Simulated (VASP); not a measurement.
Crystal: BN.

```xyz
2
Lattice="0.0000 1.8048 1.8048 1.8048 0.0000 1.8048 1.8048 1.8048 0.0000" Properties=species:S:1:pos:R:3 pbc="T T T"
B     0.0000    0.0000    0.0000
N     0.9024    0.9024    0.9024
```

Base run:

* Program: VASP 6.6.1
* Functional: r2SCAN
* Potentials or basis: VASP PAW PBE potentials, release 64 (B, N)
* Cutoff: 520 eV
* k mesh: 8 × 8 × 8
* Occupations: gaussian, width 0.01 eV
* Spin: no spin polarisation

Its results: band gap on the k mesh 4.98 eV (least direct gap 9.55 eV); pressure 1.1 GPa.

Problem. After a change of settings the same cell gave: band gap on the k mesh 4.28 eV (least direct gap 8.78 eV); pressure -0.6 GPa. Which change was it?
A. functional from r2SCAN to PBE-based screened hybrid with 10 % exact exchange; k mesh from 8 × 8 × 8 to 6 × 6 × 6
B. occupations from gaussian, width 0.01 eV to methfessel-paxton, width 0.2 eV
C. functional from r2SCAN to PBEsol
D. functional from r2SCAN to PBE-based global hybrid with 35 % exact exchange; k mesh from 8 × 8 × 8 to 6 × 6 × 6

Solution. C.

Caveats: the PAW data sets were made with another functional, which shifts forces and pressure a little.
